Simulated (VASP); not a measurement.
Wanted: the native input for a VASP 6.6.1 run.

```yaml
Task: relaxation of cell and atoms
Functional: PBEsol
Potentials_or_basis: VASP PAW PBE potentials, release 64 (Cd, C)
Cutoff: 600 eV
k_mesh: 8 × 8 × 8
Occupations: gaussian, width 0.01 eV
Spin: no spin polarisation
Target_pressure: 3 GPa
Dipole_correction: no
Further_INCAR_settings: ALGO = Normal; EDIFF = 1e-06; IBRION = 2; EDIFFG = -0.001; NSW = 80; ISIF = 3
```

The structure of CdC2 lies in POSCAR:

```
CdC2
1.0
   -2.0953502933      2.0953502933      2.7139940149
    2.0953502933     -2.0953502933      2.7139940149
    2.0953502933      2.0953502933     -2.7139940149
Cd C
1 2
Direct
    0.0000000000      0.0000000000      0.0000000000
    0.6146182108      0.6146182108      0.0000000000
    0.3853817892      0.3853817892      0.0000000000
```

The input as run:

INCAR

```
SYSTEM = CdC2
ALGO = Normal
EDIFF = 1E-6
EDIFFG = -0.001
ENCUT = 600
GGA = PS
IBRION = 2
ISIF = 3
ISMEAR = 0
LASPH = .TRUE.
LCHARG = .FALSE.
LREAL = .FALSE.
LWAVE = .FALSE.
NELM = 80
NSW = 80
PREC = Accurate
PSTRESS = 30.0
SIGMA = 0.01
```

KPOINTS

```
k-points
0
G
  8 8 8
  0 0 0
```

Potentials or basis: VASP PAW PBE potentials, release 64 (Cd, C).

The run is started by

```sh
$ cat potpaw_PBE.64/Cd/POTCAR potpaw_PBE.64/C/POTCAR > POTCAR
$ mpirun -np 1 vasp_std > vasp.out
```

Results of the run:

| Item | Value |
| --- | --- |
| Relaxed volume | 14.52 Å³/atom |
| Relaxed cell | a = 3.932 Å, b = 3.932 Å, c = 3.932 Å, α = 119.05°, β = 119.05°, γ = 91.66° |
| Space group after relaxing (to 0.05 Å) | I4/mmm (No. 139) |
| Energy change on relaxing (the enthalpy is what falls) | +10.2 meV/atom |
| Ionic steps | 42 |
| Pressure after relaxing | 3.0 GPa |
| Band gap on the k mesh | 3.25 eV, indirect (least direct gap 3.78 eV) |

Caveat: the cell is relaxed towards a set pressure, so the enthalpy falls and the energy may rise; the PAW data sets were made with another functional, which shifts forces and pressure a little.

Wall time 8.9 min on 1 thread of Oxide Virtual Turin-like Processor, with other jobs on the host, peak memory 0.19 GiB.
